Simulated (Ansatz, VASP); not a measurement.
## C in VASP and in Ansatz

```
C
1.0
    -3.23668    3.23668    1.80857
     3.23668   -3.23668    1.80857
     3.23668    3.23668   -1.80857
C
12
Direct
  0.00000 0.00000 0.00000
  0.75000 0.25000 0.50000
  0.25000 0.75000 0.50000
  0.50000 0.50000 0.00000
  0.39277 0.39277 0.28555
  0.10723 0.10723 0.71445
  0.14277 0.35723 0.50000
  0.85723 0.64277 0.50000
  0.35723 0.85723 0.21445
  0.64277 0.14277 0.78555
  0.60723 0.89277 0.00000
  0.89277 0.60723 0.00000
```

Alike in both runs: functional PBE; k mesh 12 × 12 × 12; occupations gaussian, width 0.02 eV; no spin polarisation.

Ansatz relaxed the structure, and its values are those at the end. VASP's run is a single point on that final structure, the one shown.

|  | VASP | Ansatz |
| --- | --- | --- |
| version | VASP 6.6.1 | Ansatz 0.2.0 |
| potentials or method | VASP PAW PBE potentials, release 64 (C), cutoff 520 eV | scalar-relativistic, plane waves, PAW |
| valence electrons in the cell | 48 | 48 |

```csv
,VASP,Ansatz,Ansatz less VASP
gap on the k mesh at the Fermi level (eV),0.49,0.48,-0.001
least direct gap on the mesh (eV),0.89,0.90,+0.003
pressure (GPa),0.3,0.0,-0.31
rms of the force components (eV/Å),0.013,0.002,-0.0109
```
